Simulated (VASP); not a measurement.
# InGeCl5 (P4/mmm) in VASP: relaxation of cell and atoms with PBEsol

Aim: the relaxation of cell and atoms of InGeCl5 with PBEsol.

All numbers are computed with VASP 6.6.1; they aren't measurements. Logs are shortened: lines on timing, memory, paths and dates and some standing lists are left out, and cuts for length are marked.

## Step 1: The cell of the first run

It takes space group P4/mmm (No. 123, tetragonal). The conventional cell has a = 4.757 Å, b = 4.757 Å, c = 8.422 Å, α = 90.00°, β = 90.00°, γ = 90.00°. Within 4.4 Å of In (site symmetry 4/mmm) lie 12 Cl at 3.36 to 3.45 Å. Within 3.9 Å of Ge (site symmetry 4/mmm) lie 8 Cl at 2.93 Å. Within 3.9 Å of Cl (site symmetry 2mm) lie 2 Ge at 2.93 Å and 7 Cl at 3.36 to 3.45 Å and 2 In at 3.45 Å. Within 4.4 Å of Cl (site symmetry 4/mmm) lie 4 In at 3.36 Å and 8 Cl at 3.45 Å and 2 Ge at 4.21 Å.

## Step 2: Relaxation of cell and atoms, PBEsol

Contents of INCAR:

```
ALGO = Normal ; EDIFF = 1E-7
EDIFFG = -0.01 ; ENCUT = 600
GGA = PS ; IBRION = 2
ISIF = 3 ; ISMEAR = -1
LASPH = True ; LCHARG = False
LREAL = False ; LWAVE = False
NELM = 80 ; NSW = 100
PREC = Accurate ; SIGMA = 0.03
```

Contents of KPOINTS:

```
k-points
0
Gamma
  4 4 4
```

Contents of POSCAR:

```
InGeCl5
1.0
    4.7569324600      0.0000000000      0.0000000000
    0.0000000000      4.7569324600      0.0000000000
    0.0000000000      0.0000000000      8.4217784700
In Ge Cl
1 1 5
Direct
    0.5000000000      0.5000000000      0.0000000000
    0.0000000000      0.0000000000      0.5000000000
    0.0000000000      0.5000000000      0.2963546500
    0.0000000000      0.5000000000      0.7036453500
    0.5000000000      0.0000000000      0.2963546500
    0.5000000000      0.0000000000      0.7036453500
    0.0000000000      0.0000000000      0.0000000000
```

Potentials or basis: VASP PAW PBE potentials, release 64 (In_d, Ge_d, Cl).

Launch:

```console
cat potpaw_PBE.64/In_d/POTCAR potpaw_PBE.64/Ge_d/POTCAR potpaw_PBE.64/Cl/POTCAR > POTCAR
mpirun -np 1 vasp_std > vasp.out
```

OUTCAR:

```text
EDIFF = 1E-7
   EDIFFG = -0.01
   ENCUT = 600
   GGA = PS
   IBRION = 2
   ISIF = 3
   ISMEAR = -1
   LASPH = True
   LREAL = False
   NELM = 80
   NSW = 100
   PREC = Accurate

 ion  position               nearest neighbor table
   1  0.500  0.500  0.000-
   2  0.000  0.000  0.500-
   3  0.000  0.500  0.296-
   4  0.000  0.500  0.704-
   5  0.500  0.000  0.296-
   6  0.500  0.000  0.704-
   7  0.000  0.000  0.000-

  LATTYP: Found a simple tetragonal cell.
 ALAT       =     4.7569324600
 C/A-ratio  =     1.7704221241

  Lattice vectors:

 A1 = (   4.7569324600,   0.0000000000,   0.0000000000)
 A2 = (   0.0000000000,   4.7569324600,   0.0000000000)
 A3 = (   0.0000000000,   0.0000000000,   8.4217784700)

Analysis of symmetry for initial positions (statically):
=====================================================================
 Subroutine PRICEL returns:
 Original cell was already a primitive cell.

 Routine SETGRP: Setting up the symmetry group for a
 simple tetragonal supercell.

 Subroutine GETGRP returns: Found 16 space group operations
 (whereof 16 operations were pure point group operations)
 out of a pool of 16 trial point group operations.

The static configuration has the point symmetry D_4h.

Analysis of symmetry for dynamics (positions and initial velocities):
=====================================================================
 Subroutine PRICEL returns:
 Original cell was already a primitive cell.

 Routine SETGRP: Setting up the symmetry group for a
 simple tetragonal supercell.

 Subroutine GETGRP returns: Found 16 space group operations
 (whereof 16 operations were pure point group operations)
 out of a pool of 16 trial point group operations.

The dynamic configuration has the point symmetry D_4h.

 Subroutine INISYM returns: Found 16 space group operations
 (whereof 16 operations are pure point group operations),
 and found     1 'primitive' translations

----------------------------------------------------------------------------------------

                                     Primitive cell

  volume of cell :     190.5714

  direct lattice vectors                    reciprocal lattice vectors
     4.756932460  0.000000000  0.000000000     0.210219508  0.000000000  0.000000000
     0.000000000  4.756932460  0.000000000     0.000000000  0.210219508  0.000000000
     0.000000000  0.000000000  8.421778470     0.000000000  0.000000000  0.118739765

  length of vectors
     4.756932460  4.756932460  8.421778470     0.210219508  0.210219508  0.118739765

  position of ions in fractional coordinates (direct lattice)
     0.500000000  0.500000000  0.000000000
     0.000000000  0.000000000  0.500000000
     0.000000000  0.500000000  0.296354650
     0.000000000  0.500000000  0.703645350
     0.500000000  0.000000000  0.296354650
     0.500000000  0.000000000  0.703645350
     0.000000000  0.000000000  0.000000000

  ion indices of the primitive-cell ions
   primitive index   ion index
                 1           1
                 2           2
                 3           3
                 4           4
                 5           5
                 6           6
                 7           7

----------------------------------------------------------------------------------------

 KPOINTS: k-points

Automatic generation of k-mesh.
 Grid dimensions read from file:
 generate k-points for:    4    4    4

 Generating k-lattice:

  Cartesian coordinates                     Fractional coordinates (reciprocal lattice)
     0.052554877  0.000000000  0.000000000     0.250000000  0.000000000  0.000000000
     0.000000000  0.052554877  0.000000000     0.000000000  0.250000000  0.000000000
     0.000000000  0.000000000  0.029684941     0.000000000  0.000000000  0.250000000

  Length of vectors
     0.052554877  0.052554877  0.029684941

  Shift w.r.t. Gamma in fractional coordinates (k-lattice)
     0.000000000  0.000000000  0.000000000

 Subroutine IBZKPT returns following result:
 ===========================================

 Found     18 irreducible k-points:

 Following reciprocal coordinates:
            Coordinates               Weight
  0.000000  0.000000  0.000000      1.000000
  0.250000  0.000000  0.000000      4.000000
  0.500000  0.000000  0.000000      2.000000
  0.250000  0.250000  0.000000      4.000000
  0.500000  0.250000  0.000000      4.000000
  0.500000  0.500000  0.000000      1.000000
[... 10 lines left out ...]
  0.500000  0.250000  0.500000      4.000000
  0.500000  0.500000  0.500000      1.000000
   k-points           NKPTS =     18   k-points in BZ     NKDIM =     18   number of bands    NBANDS=     37
   number of dos      NEDOS =    301   number of ions     NIONS =      7
   total plane-waves  NPLWV = 112000
   dimension x,y,z NGX =    40 NGY =   40 NGZ =   70
   dimension x,y,z NGXF=    80 NGYF=   80 NGZF=  140
   ions per type =               1   1   5
   NGX,Y,Z   is equivalent  to a cutoff of  13.98, 13.98, 13.82 a.u.
   NGXF,Y,Z  is equivalent  to a cutoff of  27.96, 27.96, 27.64 a.u.
 SYSTEM =  unknown system
   PREC   = accura    normal or accurate (medium, high low for compatibility)
   ISTART =      0    job   : 0-new  1-cont  2-samecut
   ICHARG =      2    charge: 1-file 2-atom 10-const
   ISPIN  =      1    spin polarized calculation?
   LNONCOLLINEAR =      F non collinear calculations
   LSORBIT =      F    spin-orbit coupling
   LASPH  =      T    aspherical Exc in radial PAW
   ENCUT  =  600.0 eV  44.10 Ry    6.64 a.u.   9.50  9.50 16.82*2*pi/ulx,y,z
   NELM   =     80;   NELMIN=  2; NELMDL= -5     # of ELM steps
   EDIFF  = 0.1E-06   stopping-criterion for ELM
   LREAL  =      F    real-space projection
   EDIFFG = -.1E-01   stopping-criterion for IOM
   NSW    =    100    number of steps for IOM
   IBRION =      2    ionic relax: 0-MD 1-quasi-New 2-CG
   NFREE  =      1    steps in history (QN), initial steepest desc. (CG)
   ISIF   =      3    stress and relaxation
   ISYM   =      2    0-nonsym 1-usesym 2-fastsym
   POTIM  = 0.5000    time-step for ionic-motion
   TEBEG  =    0.0;   TEEND  =   0.0 temperature during run
   PSTRESS=    0.0 pullay stress
   NELECT =      62.0000    total number of electrons
   NUPDOWN=      -1.0000    fix difference up-down
   EMIN   =  10.00;   EMAX   =-10.00  energy-range for DOS
   EFERMI =   0.00;   METHOD = LEGACY
   ISMEAR =    -1;   SIGMA  =   0.03  broadening in eV -4-tet -1-fermi 0-gaus
   EFERMI_NEDOS =   21; number of points for ismear=-14 and -15
   IALGO  =     38    algorithm
   IMIX   =      4    mixing-type and parameters
     AMIX     =   0.40;   BMIX     =  1.00
     AMIX_MAG =   1.60;   BMIX_MAG =  1.00
  volume/ion in A,a.u.               =      27.22       183.72
  Fermi-wavevector in a.u.,A,eV,Ry     =   1.125951  2.127739 17.248997  1.267766
  Thomas-Fermi vector in A             =   2.262630
   LORBIT       =      0    0 simple, 1 ext, 2 COOP (PROOUT), +10 PAW based schemes
   GGA     = PS    functional components
   LHFCALC =     F    Hartree Fock is set to
   AEXX    =    0.0000 exact exchange contribution
   IVDW    =     0    specifies the selected vdW correction
   LEPSILON=     F    determine dielectric tensor
   LRPA    =     F    only Hartree local field effects (RPA)
 conjugate gradient relaxation of ions
 non-spin polarized calculation
  energy-cutoff  :      600.00
  volume of cell :      190.57
 maximum number of plane-waves:      6398
 NGX is ok and might be reduce to    40
   NGX = 19   NGY = 19   NGZ = 33

--------------------------------------- Ionic step        1  -------------------------------------------

 number of electron      62.0000001 magnetization

 Free energy of the ion-electron system (eV)
  ---------------------------------------------------
  ext. energy  EPLUGINS =         0.00000000
  ---------------------------------------------------
  free energy    TOTEN  =       -19.63068314 eV

  energy without entropy =      -19.59290552  energy(sigma->0) =      -19.61179433

------------------------ aborting loop because EDIFF is reached ----------------------------------------

  FORCE on cell =-STRESS in cart. coord.  units (eV):
  Direction    XX          YY          ZZ          XY          YZ          ZX
  --------------------------------------------------------------------------------------
  -------------------------------------------------------------------------------------
  Total       -7.0115113     -7.0115113     -7.2432225      0.0000000      0.0000000     -0.0000000
  in kB      -58.9473707    -58.9473707    -60.8954192      0.0000000      0.0000000     -0.0000000
  external PRESSURE =     -59.5967202 kB  Pullay stress =       0.0000000 kB
[... 104 lines left out ...]
  FREE ENERGIE OF THE ION-ELECTRON SYSTEM (eV)
  ---------------------------------------------------
  free  energy   TOTEN  =       -20.6616707500 eV

  energy  without entropy=      -20.6483955063  energy(sigma->0) =      -20.65503313

 E-fermi :   3.3108     XC(G=0):  -9.9047

 val. band max:        3.2840417502   @ k =   0.5000   0.0000   0.2500
 cond. band min:       3.3484234969   @ k =   0.5000   0.0000   0.0000
 fundamental gap:      0.0643817467
 Fermi energy:         3.3107976092

 k-point     1 :       0.0000    0.0000    0.0000
  band No.  band energies     occupation
      1     -20.8950      2.00000
      2     -20.8927      2.00000
      3     -20.8927      2.00000
      4     -20.8921      2.00000
      5     -20.8896      2.00000
      6     -11.9686      2.00000
[... 709 lines left out ...]
     36       8.4405      0.00000
     37       9.5112      0.00000

 E-fermi :   3.4780     XC(G=0):  -9.9668

 val. band max:        3.4484267513   @ k =   0.5000   0.0000   0.2500
 cond. band min:       3.5099409712   @ k =   0.5000   0.0000   0.0000
 fundamental gap:      0.0615142199
 Fermi energy:         3.4779682049

 k-point     1 :       0.0000    0.0000    0.0000
  band No.  band energies     occupation
      1     -20.7358      2.00000
      2     -20.7331      2.00000
      3     -20.7331      2.00000
      4     -20.7322      2.00000
      5     -20.7300      2.00000
      6     -11.9025      2.00000
[... 709 lines left out ...]
     36       8.6136      0.00000
     37       9.7158      0.00000

[... ionic steps 4 to 19 ...]

--------------------------------------- Ionic step       20  -------------------------------------------

 number of electron      62.0000001 magnetization

------------------------ aborting loop because EDIFF is reached ----------------------------------------

  FORCE on cell =-STRESS in cart. coord.  units (eV):
  Direction    XX          YY          ZZ          XY          YZ          ZX
  --------------------------------------------------------------------------------------
  -------------------------------------------------------------------------------------
  Total       -0.0987325     -0.0987325      0.3731457      0.0000000      0.0000000      0.0000000
  in kB       -1.0725294     -1.0725294      4.0534774      0.0000000      0.0000000      0.0000000
  external PRESSURE =       0.6361395 kB  Pullay stress =       0.0000000 kB
[... 67 lines left out ...]
  energy  without entropy=      -20.7581300250  energy(sigma->0) =      -20.76577844

--------------------------------------- Ionic step       22  -------------------------------------------

 number of electron      62.0000001 magnetization

 Free energy of the ion-electron system (eV)
  ---------------------------------------------------
  ext. energy  EPLUGINS =         0.00000000
  ---------------------------------------------------
  free energy    TOTEN  =       -20.77436725 eV

  energy without entropy =      -20.75942292  energy(sigma->0) =      -20.76689508

 E-fermi :   3.6693     XC(G=0): -10.0360

 val. band max:        3.6404616640   @ k =   0.5000   0.0000   0.2500
 cond. band min:       3.6884245819   @ k =   0.5000   0.0000   0.0000
 fundamental gap:      0.0479629179
 Fermi energy:         3.6693367114

 k-point     1 :       0.0000    0.0000    0.0000
  band No.  band energies     occupation
      1     -20.5577      2.00000
      2     -20.5545      2.00000
      3     -20.5545      2.00000
      4     -20.5534      2.00000
      5     -20.5517      2.00000
      6     -11.8203      2.00000
[... 743 lines left out ...]
  FREE ENERGIE OF THE ION-ELECTRON SYSTEM (eV)
  ---------------------------------------------------
  free  energy   TOTEN  =       -20.7743672526 eV

  energy  without entropy=      -20.7594229162  energy(sigma->0) =      -20.76689508

 reached required accuracy - stopping structural energy minimisation
```

Wall time 44 min (1 thread of Intel Xeon Platinum 8488C (Sapphire Rapids), shared host); peak memory 0.44 GiB.

What came out:

| Property | Result |
| --- | --- |
| Free energy | -20.7744 eV |
| Relaxed volume | 21.08 Å³/atom |
| Relaxed cell | a = 4.572 Å, b = 4.572 Å, c = 7.059 Å, α = 90.00°, β = 90.00°, γ = 90.00° |
| Space group after relaxing (to 0.1 Å) | P4/mmm (No. 123) |
| Energy gained by relaxing | 163.4 meV/atom |
| Ionic steps | 22 |
| Pressure after relaxing | 0.0 GPa |
| Largest force after relaxing | 0.005 eV/Å |
| Band gap on the k mesh | zero (bands 31 and 32 overlap by 0.73 eV) |

Forces on the atoms (eV/Å):
```
In   0.000  0.000  0.000
Ge   0.000  0.000  0.000
Cl   0.000  0.000  0.005
Cl   0.000  0.000 -0.005
Cl   0.000  0.000  0.005
Cl   0.000  0.000 -0.005
Cl   0.000  0.000  0.000
```

Step by step:
| step | energy change (eV) | largest force (eV/Å) | pressure (GPa) | volume (Å³) |
| --- | --- | --- | --- | --- |
| 1 | 0.0000 | 0.2845 | -5.96 | 190.57 |
| 2 | -0.8440 | 0.1758 | -3.54 | 163.98 |
| 3 | -1.0310 | 0.0963 | -0.28 | 149.94 |
| 4 | -1.0321 | 0.0869 | 0.10 | 148.66 |
| 5 | -1.0545 | 0.0311 | 0.12 | 148.31 |
| 6 | -1.0728 | 0.1080 | 0.24 | 147.70 |
| 7 | -1.0731 | 0.1360 | 0.26 | 147.59 |
| 8 | -1.0795 | 0.1282 | -0.13 | 148.61 |
| 9 | -1.0854 | 0.1325 | -0.78 | 150.49 |
| 10 | -1.0794 | 0.1168 | -1.86 | 154.24 |
| 11 | -1.0862 | 0.1356 | -1.03 | 151.28 |
| 12 | -1.0884 | 0.1368 | -1.05 | 151.30 |
| 13 | -1.0951 | 0.1368 | -1.09 | 151.36 |
| 14 | -1.1072 | 0.1257 | -1.14 | 151.46 |
| 15 | -1.1222 | 0.0916 | -1.18 | 151.61 |
| 16 | -1.1147 | 0.0059 | -1.18 | 151.68 |
| 17 | -1.1245 | 0.0725 | -1.19 | 151.66 |
| 18 | -1.1368 | 0.0616 | -0.63 | 149.72 |
| 19 | -1.1419 | 0.0471 | 0.03 | 147.59 |
| 20 | -1.1419 | 0.0462 | 0.06 | 147.49 |
| 21 | -1.1427 | 0.0315 | 0.05 | 147.51 |
| 22 | -1.1437 | 0.0048 | 0.01 | 147.57 |

Final structure:
```
In Ge Cl
1.0
     4.57236    0.00000    0.00000
     0.00000    4.57236    0.00000
     0.00000    0.00000    7.05879
In Ge Cl
1 1 5
Direct
  0.50000 0.50000 0.00000
  0.00000 0.00000 0.50000
  0.00000 0.50000 0.28277
  0.00000 0.50000 0.71723
  0.50000 0.00000 0.28277
  0.50000 0.00000 0.71723
  0.00000 0.00000 0.00000
```

Caveat: the volume moved by over 15 % at a fixed basis, so the end points are rough; the PAW data sets were made with another functional, which shifts forces and pressure a little; spin-orbit coupling is left out, which moves the levels of the heavy elements.

The gap in the log of VASP goes by the Fermi energy; the results here count the filled bands.